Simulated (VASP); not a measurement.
Pb, 1 atom in the cell. Symmetry: Fm-3m, No. 225, cubic system. The conventional cell has a = 4.613 Å, b = 4.613 Å, c = 4.613 Å, α = 90.00°, β = 90.00°, γ = 90.00°. Pb (site symmetry m-3m) has 12 Pb at 3.26 Å within 4.3 Å. 

* Program: VASP 6.6.1
* Task: single point
* Functional: PBE
* Potentials or basis: VASP PAW PBE potentials, release 64 (Pb_d)
* Cutoff: 500 eV
* k mesh: 15 × 15 × 15
* Occupations: fermi-dirac, width 0.05 eV
* Spin: no spin polarisation
* Dipole correction: no
* Further INCAR settings: ALGO = Normal; EDIFF = 1e-06; NBANDS = 13

Potentials or basis: VASP PAW PBE potentials, release 64 (Pb_d).

Command:

```console
$ cat potpaw_PBE.64/Pb_d/POTCAR > POTCAR
$ mpirun -np 1 vasp_std > vasp.out
```

Hardware: 1 thread of Intel(R) Xeon(R) 6975P-C (Granite Rapids), with other jobs on the host.

Problem. How long does it take, and how much memory?

Solution. Wall time 18 s on 1 thread of Intel(R) Xeon(R) 6975P-C (Granite Rapids) (shared host), peak memory 0.16 GiB. Counts: scf iterations 11, k points 120.
